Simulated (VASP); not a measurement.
Runs of VASP 6.6.1 on TePb. The structure is cubic, space group Fm-3m (No. 225). Conventional cell: a = 6.536 Å, b = 6.536 Å, c = 6.536 Å, α = 90.00°, β = 90.00°, γ = 90.00°. Within 4.3 Å of Pb (site symmetry m-3m) lie 6 Te at 3.27 Å. Within 4.3 Å of Te (site symmetry m-3m) lie 6 Pb at 3.27 Å. 

| level | k mesh | grid for exact exchange (PRECFOCK) | screening parameter | gap on the mesh (eV) | pressure (GPa) |
| --- | --- | --- | --- | --- | --- |
| HSE06 | 4 × 4 × 4 | Normal | 0.2079 1/Å | 1.17 | -0.5 |
| PBE | 6 × 6 × 6 | - | - | 0.80 | (c) |
| PBE0 | 4 × 4 × 4 | Normal | - | (b) | (a) |
| r2SCAN | 4 × 4 × 4 | - | - | 1.09 | 0.0 |

Alike in all rows: task single point; potentials or basis VASP PAW PBE potentials, release 64 (Pb_d, Te); no spin polarisation; cell as given; cutoff (eV) 520; smearing gaussian 0.01 eV.

Q: Fill in the values left out.

A: (a) -0.6; (b) 1.81; (c) 0.6.

Caveats: spin-orbit coupling is left out, which moves the levels of the heavy elements; the PAW data sets were made with another functional, which shifts forces and pressure a little (some runs).

A k mesh can miss the band edges, and the runs leave out spin-orbit coupling on Pb, Te.
